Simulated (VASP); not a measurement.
Os, 2 atoms in the cell. It takes space group P6_3/mmc (No. 194, hexagonal). The conventional cell has a = 2.707 Å, b = 2.707 Å, c = 4.283 Å, α = 90.00°, β = 90.00°, γ = 120.00°. Os (site symmetry -6m2) has 12 Os at 2.65 to 2.71 Å within 3.5 Å.  This cell differs from its parent crystal: volume scaled by 0.97, then relaxed in part.

```yaml
Program: VASP 6.6.1
Task: single point
Functional: r2SCAN
Potentials_or_basis: VASP PAW PBE potentials, release 64 (Os)
Cutoff: 520 eV
k_mesh: 18 × 18 × 10
Occupations: gaussian, width 0.1 eV
Spin: no spin polarisation
Dipole_correction: no
Further_INCAR_settings: ALGO = Normal; EDIFF = 1e-06; NBANDS = 15
```

Potentials or basis: VASP PAW PBE potentials, release 64 (Os).

Run with:

```sh
$ cat potpaw_PBE.64/Os/POTCAR > POTCAR
$ cp INCAR.step1 INCAR
$ mpirun -np 1 vasp_std > vasp.out
$ cp INCAR.step2 INCAR
$ mpirun -np 1 vasp_std > vasp.out
```

Hardware: 1 thread of Intel Xeon 6975P-C, with other jobs on the host.

Question: How long does it take, and how much memory?

Answer: It took 2.9 min on 1 thread of Intel Xeon 6975P-C (shared host), peak memory 0.21 GiB. Counts: k points 222.
